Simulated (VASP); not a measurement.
# CdS (Greenockite) (P6_3mc) in VASP: further runs, part 2 of 2

VASP 6.6.1.

## Step 4: Vibrations by perturbation theory, LDA

This run uses another cell than the first one, of 21.91 Å³/atom, 0.919 times its volume.

Input file INCAR:

```
SYSTEM = CdS
  PREC = Accurate
  ENCUT = 520
  EDIFF = 1E-8
  ISMEAR = 0
  SIGMA = 0.01
  LREAL = .FALSE.
  LASPH = .TRUE.
  NELM = 100
  ALGO = Normal
  ISIF = 2
  LWAVE = .FALSE.
  LCHARG = .FALSE.
  IBRION = 8
  NSW = 1
```

Input file KPOINTS:

```
regular mesh
0
G
  6 6 4
  0 0 0
```

Input file POSCAR:

```
CdS
1.0
    3.9563777115      0.0000000000      0.0000000000
   -1.9781888557      3.4263236051      0.0000000000
    0.0000000000      0.0000000000      6.4641595265
Cd S
2 2
Direct
    0.3333333333      0.6666666667     -0.0000385827
    0.6666666667      0.3333333333      0.4999614173
    0.3333333333      0.6666666667      0.3750385827
    0.6666666667      0.3333333333      0.8750385827
```

Potentials or basis: VASP PAW LDA potentials, release 64 (Cd, S).

The run is started by

```
$ cat potpaw_LDA.64/Cd/POTCAR potpaw_LDA.64/S/POTCAR > POTCAR
$ mpirun -np 1 vasp_std > vasp.out
```

OUTCAR:

```text
SYSTEM = CdS
   PREC = Accurate
   ENCUT = 520
   EDIFF = 1E-8
   ISMEAR = 0
   LREAL = .FALSE.
   LASPH = .TRUE.
   NELM = 100
   ISIF = 2
   IBRION = 8
   NSW = 1

 ion  position               nearest neighbor table
   1  0.333  0.667  1.000-   4 2.42   4 2.42   4 2.42   3 2.42
   2  0.667  0.333  0.500-   3 2.42   3 2.42   3 2.42   4 2.42
   3  0.333  0.667  0.375-   2 2.42   2 2.42   2 2.42   1 2.42
   4  0.667  0.333  0.875-   1 2.42   1 2.42   1 2.42   2 2.42

  LATTYP: Found a hexagonal cell.
 ALAT       =     3.9563777115
 C/A-ratio  =     1.6338580383

  Lattice vectors:

 A1 = (   3.9563777115,   0.0000000000,   0.0000000000)
 A2 = (  -1.9781888557,   3.4263236051,   0.0000000000)
 A3 = (   0.0000000000,   0.0000000000,   6.4641595265)

Analysis of symmetry for initial positions (statically):
=====================================================================
 Subroutine PRICEL returns:
 Original cell was already a primitive cell.

 Routine SETGRP: Setting up the symmetry group for a
 hexagonal supercell.

 Subroutine GETGRP returns: Found 12 space group operations
 (whereof  6 operations were pure point group operations)
 out of a pool of 24 trial point group operations.

The static configuration has the point symmetry C_3v.
[... 744 lines left out ...]
  ---------------------------------------------------
  free energy    TOTEN  =        -0.12222324 eV

  energy without entropy =       -0.12222324

------------------------ aborting loop because EDIFF is reached ----------------------------------------

 INTERNAL STRAIN TENSOR  FOR ION    3  DIRECTION 3   (eV/Angst):
 -----------------------------------------------------------------------------
     6.88716  0.00000  0.00000
     0.00000  6.88716 -0.00000
    -0.00000  0.00000-13.24793

 INTERNAL STRAIN TENSOR FOR ION    4 for displacements in x,y,z  (eV/Angst):
          X           Y           Z          XY          YZ          ZX
  --------------------------------------------------------------------------------
  x     0.00000    -0.00000     0.00000    10.83674     0.00000     6.94737
  y    10.83674   -10.83674    -0.00000    -0.00000     6.57749     0.00000
  z     6.88716     6.88716   -13.24793     0.00000     0.00000     0.00000

 SECOND DERIVATIVES (NOT SYMMETRIZED)
 ------------------------------------
               1X          1Y          1Z          2X          2Y          2Z          3X          3Y          3Z          4X          4Y          4Z
  1X    -7.696134   -0.000000   -0.000000   -0.058663   -0.000000    0.000000   -0.219612   -0.000000   -0.000000    7.974409    0.000000    0.000000
  1Y    -0.000000   -7.696134    0.000000   -0.000000   -0.058663    0.000000   -0.000000   -0.219612    0.000000    0.000000    7.974409    0.000000
  1Z     0.000000    0.000000   -9.361555    0.000000    0.000000    1.846769    0.000000   -0.000000    6.242800    0.000000   -0.000000    1.271986
  2X    -0.058663   -0.000000    0.000000   -7.696134   -0.000000    0.000000    7.974409    0.000000    0.000000   -0.219612   -0.000000    0.000000
  2Y    -0.000000   -0.058663   -0.000000   -0.000000   -7.696134   -0.000000    0.000000    7.974409    0.000000   -0.000000   -0.219612   -0.000000
  2Z    -0.000000    0.000000    1.846769    0.000000    0.000000   -9.361555    0.000000    0.000000    1.271986    0.000000    0.000000    6.242800
  3X    -0.205845   -0.000000   -0.000000    7.985924    0.000000    0.000000   -8.384544   -0.000000    0.000000    0.604465    0.000000   -0.000000
  3Y    -0.000000   -0.205845    0.000000    0.000000    7.985924    0.000000   -0.000000   -8.384544    0.000000    0.000000    0.604465    0.000000
  3Z    -0.000000    0.000000    6.257417    0.000000    0.000000    1.290286   -0.000000    0.000000  -10.771344   -0.000000   -0.000000    3.223642
  4X     7.985924    0.000000   -0.000000   -0.205845   -0.000000   -0.000000    0.604465    0.000000    0.000000   -8.384544   -0.000000    0.000000
  4Y     0.000000    7.985924   -0.000000   -0.000000   -0.205845    0.000000    0.000000    0.604465   -0.000000   -0.000000   -8.384544    0.000000
  4Z    -0.000000    0.000000    1.290286    0.000000    0.000000    6.257417    0.000000    0.000000    3.223642    0.000000    0.000000  -10.771344

 Eigenvectors and eigenvalues of the dynamical matrix
 ----------------------------------------------------

   1 f  =   10.553179 THz    66.307581 2PiTHz  352.016172 cm-1    43.644423 meV
             X         Y         Z           dx          dy          dz
     -0.000000  2.284216  6.463910     0.000000   -0.000000    0.160129
      1.978189  1.142108  3.231830    -0.000000    0.000000   -0.160129
     -0.000000  2.284216  2.424309     0.000000   -0.000000   -0.688737
      1.978189  1.142108  5.656389    -0.000000    0.000000    0.688737
[... 71 lines left out ...]
  12 f/i=    0.007795 THz     0.048979 2PiTHz    0.260021 cm-1     0.032238 meV
             X         Y         Z           dx          dy          dz
     -0.000000  2.284216  6.463910     0.000000    0.000000    0.624022
      1.978189  1.142108  3.231830     0.000000    0.000000    0.624022
     -0.000000  2.284216  2.424309     0.000000    0.000000    0.332560
      1.978189  1.142108  5.656389     0.000000    0.000000    0.332560

--------------------------------------------------------------------------------------------------------

 ELASTIC MODULI CONTR FROM IONIC RELAXATION (kBar)
 Direction    XX          YY          ZZ          XY          YZ          ZX
 --------------------------------------------------------------------------------
 XX        -722.3837    262.2479    442.5533     -0.0000      0.0000     -0.0000
 YY         262.2479   -722.3837    442.5533     -0.0000     -0.0000      0.0000
 ZZ         442.5533    442.5533   -851.2853      0.0000     -0.0000     -0.0000
 XY          -0.0000     -0.0000      0.0000   -492.3158      0.0000      0.0000
 YZ           0.0000     -0.0000     -0.0000      0.0000   -214.6123     -0.0000
 ZX          -0.0000      0.0000     -0.0000     -0.0000     -0.0000   -218.9461
 --------------------------------------------------------------------------------
```

OSZICAR:

```text
N       E                     dE             d eps       ncg     rms          rms(c)
DAV:   1     0.263678265021E+03    0.26368E+03   -0.18257E+04   924   0.154E+03
DAV:   2    -0.123067764375E+01   -0.26491E+03   -0.25920E+03  1014   0.379E+02
DAV:   3    -0.155164748766E+02   -0.14286E+02   -0.14245E+02  1116   0.890E+01
[... 76 lines left out ...]
RMM:   9    -0.122223411900E+00   -0.30164E-06   -0.22401E-07  1803   0.176E-04    0.693E-05
RMM:  10    -0.122223220134E+00    0.19177E-06   -0.18682E-07  1786   0.666E-05    0.176E-05
RMM:  11    -0.122223202372E+00    0.17762E-07   -0.21744E-07  1857   0.329E-05    0.582E-06
RMM:  12    -0.122223228068E+00   -0.25696E-07   -0.15203E-08  1788   0.215E-05    0.191E-06
RMM:  13    -0.122223238639E+00   -0.10571E-07   -0.43831E-08  1535   0.189E-05    0.744E-07
RMM:  14    -0.122223235465E+00    0.31744E-08   -0.31197E-08  1172   0.175E-05    0.428E-07
 Linear response finished
```

Wall time 15 min (1 thread of Oxide Virtual Turin-like, shared host); peak memory 0.46 GiB.

Results:

```
Highest phonon frequency at Γ, LO-TO splitting left out : 352 cm⁻¹
```

Phonon frequencies in cm⁻¹ (negative: imaginary):
| q point | frequencies |
| --- | --- |
| (0.000, 0.000, 0.000) | 0 0 0 18 18 148 287 291 291 307 307 352 |

Caveat: the cell wasn't relaxed at this level first, which shifts response properties.

## Step 5: Vibrations by perturbation theory, LDA

This run uses another cell than the first one, of 22.63 Å³/atom, 0.949 times its volume.

Input file INCAR:

```
PREC     = Accurate       # precision mode
ENCUT    = 520            # plane-wave cutoff, eV
EDIFF    = 1E-8           # SCF threshold, eV
ISMEAR   = 0              # smearing method
SIGMA    = 0.01           # smearing width, eV
LREAL    = False          # projectors in reciprocal space
LASPH    = True           # aspherical terms in the spheres
NELM     = 60             # most SCF steps
ALGO     = Normal         # electronic algorithm
ISIF     = 2              # what is computed and relaxed
LWAVE    = False          # write WAVECAR
LCHARG   = False          # write CHGCAR
NBANDS   = 26             # bands
IBRION   = 8              # ionic algorithm
NSW      = 1              # ionic steps
```

Input file KPOINTS:

```
regular mesh
0
Gamma
  6 6 4
```

Input file POSCAR:

```
CdS
1.0
    4.0017941801      0.0000000000      0.0000000000
   -2.0008970900      3.4656554207      0.0000000000
    0.0000000000      0.0000000000      6.5281316497
Cd S
2 2
Direct
    0.3333333333      0.6666666667     -0.0003086171
    0.6666666667      0.3333333333      0.4996913829
    0.3333333333      0.6666666667      0.3753086171
    0.6666666667      0.3333333333      0.8753086171
```

Potentials or basis: VASP PAW LDA potentials, release 64 (Cd, S).

The run is started by

```
$ cat potpaw_LDA.64/Cd/POTCAR potpaw_LDA.64/S/POTCAR > POTCAR
$ mpirun -np 1 vasp_std > vasp.out
```

OUTCAR:

```text
PREC = Accurate
   ENCUT = 520
   EDIFF = 1E-8
   ISMEAR = 0
   LREAL = False
   LASPH = True
   NELM = 60
   ISIF = 2
   IBRION = 8
   NSW = 1

 ion  position               nearest neighbor table
   1  0.333  0.667  1.000-   4 2.45   4 2.45   4 2.45   3 2.45
   2  0.667  0.333  0.500-   3 2.45   3 2.45   3 2.45   4 2.45
   3  0.333  0.667  0.375-   2 2.45   2 2.45   2 2.45   1 2.45
   4  0.667  0.333  0.875-   1 2.45   1 2.45   1 2.45   2 2.45

  LATTYP: Found a hexagonal cell.
[... 884 lines left out ...]
  4Z     0.000000    0.000000    1.269107    0.000000   -0.000000    5.434605   -0.000000    0.000000    3.040934   -0.000000    0.000000   -9.744646

 Eigenvectors and eigenvalues of the dynamical matrix
 ----------------------------------------------------

   1 f  =   10.055115 THz    63.178154 2PiTHz  335.402549 cm-1    41.584597 meV
             X         Y         Z           dx          dy          dz
     -0.000000  2.310437  6.526117    -0.000000   -0.000000    0.148935
      2.000897  1.155218  3.262051     0.000000    0.000000   -0.148935
     -0.000000  2.310437  2.450064    -0.000000   -0.000000   -0.691244
      2.000897  1.155218  5.714130     0.000000    0.000000    0.691244
[... 71 lines left out ...]
  12 f/i=    0.006380 THz     0.040086 2PiTHz    0.212809 cm-1     0.026385 meV
             X         Y         Z           dx          dy          dz
     -0.000000  2.310437  6.526117    -0.492600    0.383005   -0.000000
      2.000897  1.155218  3.262051    -0.492600    0.383005   -0.000000
     -0.000000  2.310437  2.450064    -0.262607    0.204181   -0.000000
      2.000897  1.155218  5.714130    -0.262607    0.204181   -0.000000

--------------------------------------------------------------------------------------------------------

 ELASTIC MODULI CONTR FROM IONIC RELAXATION (kBar)
 Direction    XX          YY          ZZ          XY          YZ          ZX
 --------------------------------------------------------------------------------
 XX        -577.4777    208.5726    355.7366     -0.0000      0.0000     -0.0000
 YY         208.5726   -577.4777    355.7366     -0.0000     -0.0000      0.0000
 ZZ         355.7366    355.7366   -686.0762      0.0000     -0.0000      0.0000
 XY          -0.0000     -0.0000      0.0000   -393.0252     -0.0000     -0.0000
 YZ           0.0000     -0.0000     -0.0000     -0.0000   -170.7081     -0.0000
 ZX           0.0000     -0.0000      0.0000     -0.0000     -0.0000   -175.7325
 --------------------------------------------------------------------------------
```

OSZICAR:

```text
N       E                     dE             d eps       ncg     rms          rms(c)
DAV:   1     0.258117464027E+03    0.25812E+03   -0.17726E+04  1092   0.129E+03
DAV:   2    -0.165648387460E+01   -0.25977E+03   -0.24853E+03  1172   0.332E+02
DAV:   3    -0.156302879305E+02   -0.13974E+02   -0.13885E+02  1308   0.783E+01
DAV:   4    -0.157733370784E+02   -0.14305E+00   -0.14292E+00  1252   0.758E+00
[... 72 lines left out ...]
RMM:   7    -0.121659168113E+00   -0.33242E-05   -0.69533E-08  2080   0.980E-04    0.585E-04
RMM:   8    -0.121659035704E+00    0.13241E-06   -0.14712E-07  2125   0.202E-04    0.135E-04
RMM:   9    -0.121659146678E+00   -0.11097E-06    0.33742E-08  2147   0.990E-05    0.305E-05
RMM:  10    -0.121659034811E+00    0.11187E-06   -0.16596E-08  2170   0.333E-05    0.110E-05
RMM:  11    -0.121659032144E+00    0.26669E-08   -0.40886E-08  2143   0.201E-05    0.490E-06
 Linear response finished
```

Run time: 16 min. Hardware: 1 thread of Oxide Virtual Turin-like, shared host; peak memory 0.43 GiB.

Results:

| Item | Value |
| --- | --- |
| Highest phonon frequency at Γ, LO-TO splitting left out | 335 cm⁻¹ |

Phonon frequencies in cm⁻¹ (negative: imaginary):
| q point | frequencies |
| --- | --- |
| (0.000, 0.000, 0.000) | 0 0 0 30 30 144 270 276 276 291 291 335 |

Caveat: the cell wasn't relaxed at this level first, which shifts response properties.

## Step 6: Vibrations by perturbation theory, LDA

This run uses another cell than the first one, of 23.20 Å³/atom, 0.973 times its volume.

Input file INCAR:

```
ALGO = Normal
EDIFF = 1E-8
ENCUT = 520
IBRION = 8
ISIF = 2
ISMEAR = 0
LASPH = T
LCHARG = T
LREAL = F
LWAVE = F
NELM = 60
NSW = 1
PREC = Accurate
SIGMA = 0.01
```

Input file KPOINTS:

```
k-points
0
Gamma
  6 6 4
```

Input file POSCAR:

```
CdS
1.0
    4.0364511210      0.0000000000      0.0000000000
   -2.0182255605      3.4956692119      0.0000000000
    0.0000000000      0.0000000000      6.5773233448
Cd S
2 2
Direct
    0.3333333333      0.6666666667     -0.0005107971
    0.6666666667      0.3333333333      0.4994892029
    0.3333333333      0.6666666667      0.3755107971
    0.6666666667      0.3333333333      0.8755107971
```

Potentials or basis: VASP PAW LDA potentials, release 64 (Cd, S).

The run is started by

```
$ cat potpaw_LDA.64/Cd/POTCAR potpaw_LDA.64/S/POTCAR > POTCAR
$ mpirun -np 1 vasp_std > vasp.out
```

OUTCAR:

```text
EDIFF = 1E-8
   ENCUT = 520
   IBRION = 8
   ISIF = 2
   ISMEAR = 0
   LASPH = T
   LREAL = F
   NELM = 60
   NSW = 1
   PREC = Accurate

 ion  position               nearest neighbor table
   1  0.333  0.667  0.999-   4 2.47   4 2.47   4 2.47   3 2.47
   2  0.667  0.333  0.499-   3 2.47   3 2.47   3 2.47   4 2.47
   3  0.333  0.667  0.376-   2 2.47   2 2.47   2 2.47   1 2.47
   4  0.667  0.333  0.876-   1 2.47   1 2.47   1 2.47   2 2.47

  LATTYP: Found a hexagonal cell.
 ALAT       =     4.0364511210
 C/A-ratio  =     1.6294817273

  Lattice vectors:

 A1 = (   4.0364511210,   0.0000000000,   0.0000000000)
[... 784 lines left out ...]
  1Y     0.000000   -6.402223    0.000000   -0.000000   -0.060650    0.000000   -0.000000   -0.022957    0.000000    0.000000    6.485830    0.000000
  1Z     0.000000    0.000000   -7.924995   -0.000000    0.000000    1.772179    0.000000    0.000000    4.882768    0.000000    0.000000    1.270048
  2X    -0.060650   -0.000000    0.000000   -6.402223   -0.000000    0.000000    6.485830   -0.000000    0.000000   -0.022957   -0.000000    0.000000
  2Y    -0.000000   -0.060650    0.000000    0.000000   -6.402223    0.000000    0.000000    6.485830    0.000000    0.000000   -0.022957    0.000000
  2Z     0.000000    0.000000    1.772179    0.000000    0.000000   -7.924995    0.000000    0.000000    1.270048    0.000000    0.000000    4.882768
  3X    -0.028647    0.000000    0.000000    6.477529    0.000000    0.000000   -7.003023    0.000000    0.000000    0.554140    0.000000    0.000000
  3Y     0.000000   -0.028647    0.000000    0.000000    6.477529    0.000000   -0.000000   -7.003023    0.000000    0.000000    0.554140    0.000000
  3Z     0.000000    0.000000    4.860125    0.000000    0.000000    1.256160    0.000000    0.000000   -9.027918   -0.000000    0.000000    2.911633
  4X     6.477529    0.000000    0.000000   -0.028647    0.000000    0.000000    0.554140   -0.000000    0.000000   -7.003023    0.000000    0.000000
  4Y     0.000000    6.477529   -0.000000    0.000000   -0.028647    0.000000    0.000000    0.554140    0.000000    0.000000   -7.003023   -0.000000
  4Z     0.000000    0.000000    1.256160    0.000000    0.000000    4.860125    0.000000    0.000000    2.911633    0.000000    0.000000   -9.027918

 Eigenvectors and eigenvalues of the dynamical matrix
 ----------------------------------------------------

   1 f  =    9.693359 THz    60.905171 2PiTHz  323.335651 cm-1    40.088493 meV
             X         Y         Z           dx          dy          dz
     -0.000000  2.330446  6.573964     0.000000   -0.000000    0.139709
      2.018226  1.165223  3.285302    -0.000000    0.000000   -0.139709
     -0.000000  2.330446  2.469856     0.000000   -0.000000   -0.693168
      2.018226  1.165223  5.758518    -0.000000    0.000000    0.693168
[... 71 lines left out ...]
  12 f/i=    0.009600 THz     0.060316 2PiTHz    0.320206 cm-1     0.039700 meV
             X         Y         Z           dx          dy          dz
     -0.000000  2.330446  6.573964     0.000000   -0.000000    0.623307
      2.018226  1.165223  3.285302     0.000000   -0.000000    0.623307
     -0.000000  2.330446  2.469856     0.000000   -0.000000    0.333898
      2.018226  1.165223  5.758518     0.000000   -0.000000    0.333898

--------------------------------------------------------------------------------------------------------

 ELASTIC MODULI CONTR FROM IONIC RELAXATION (kBar)
 Direction    XX          YY          ZZ          XY          YZ          ZX
 --------------------------------------------------------------------------------
 XX        -487.2029    180.8708    296.3212     -0.0000      0.0000     -0.0000
 YY         180.8708   -487.2029    296.3212      0.0000     -0.0000     -0.0000
 ZZ         296.3212    296.3212   -573.2749     -0.0000     -0.0000      0.0000
 XY          -0.0000      0.0000     -0.0000   -334.0368     -0.0000      0.0000
 YZ          -0.0000      0.0000     -0.0000     -0.0000   -140.8542     -0.0000
 ZX          -0.0000     -0.0000      0.0000      0.0000     -0.0000   -146.2035
 --------------------------------------------------------------------------------
```

OSZICAR:

```text
N       E                     dE             d eps       ncg     rms          rms(c)
DAV:   1     0.257665072326E+03    0.25767E+03   -0.17907E+04   924   0.152E+03
DAV:   2    -0.931396434481E+00   -0.25860E+03   -0.25235E+03  1014   0.370E+02
DAV:   3    -0.156643684083E+02   -0.14733E+02   -0.14690E+02  1128   0.886E+01
[... 75 lines left out ...]
RMM:   9    -0.121233138659E+00   -0.29558E-06   -0.12002E-07  1791   0.164E-04    0.549E-05
RMM:  10    -0.121232968196E+00    0.17046E-06    0.10161E-07  1787   0.566E-05    0.153E-05
RMM:  11    -0.121232950009E+00    0.18187E-07   -0.24638E-07  1814   0.251E-05    0.565E-06
RMM:  12    -0.121232979626E+00   -0.29617E-07   -0.17975E-07  1691   0.144E-05    0.194E-06
RMM:  13    -0.121232990257E+00   -0.10631E-07   -0.46444E-08  1460   0.118E-05    0.640E-07
RMM:  14    -0.121232987777E+00    0.24803E-08   -0.57978E-08   933   0.103E-05    0.408E-07
 Linear response finished
```

stdout:

```text
POSCAR found type information on POSCAR CdS
 POSCAR found :  2 types and       4 ions
 scaLAPACK will be used
 LDA part: xc-table for (Slater(with rela. corr.)+CA(PZ))
 , standard interpolation
 POSCAR, INCAR and KPOINTS ok, starting setup
 FFT: planning ... GRIDC
 FFT: planning ... GRID_SOFT
 FFT: planning ... GRID
 WAVECAR not read
 entering main loop
 Linear response reoptimize wavefunctions to high precision
 Linear response DOF=           4
 Linear response progress:
 first order change of Fermi-energy  -0.81209E-04
 force on displaced ion       1 direction 1 :  -6.402   0.001  -0.000
 Linear response progress:
 first order change of Fermi-energy  -0.28279E+00
 force on displaced ion       1 direction 3 :  -0.000  -0.000  -7.925
 Linear response progress:
 first order change of Fermi-energy  -0.11970E-03
 force on displaced ion       3 direction 1 :  -7.003   0.000   0.000
 Linear response progress:
 first order change of Fermi-energy   0.28270E+00
 force on displaced ion       3 direction 3 :  -0.000  -0.000  -9.028
 Linear response finished
```

Wall time 14 min (1 thread of Oxide Virtual Turin-like, shared host); peak memory 0.42 GiB.

What came out:

| Quantity | Value |
| --- | --- |
| Highest phonon frequency at Γ, LO-TO splitting left out | 323 cm⁻¹ |

Phonon frequencies in cm⁻¹ (negative: imaginary):
| q point | frequencies |
| --- | --- |
| (0.000, 0.000, 0.000) | 0 0 0 38 38 142 258 265 265 279 279 323 |

Caveat: the cell wasn't relaxed at this level first, which shifts response properties.
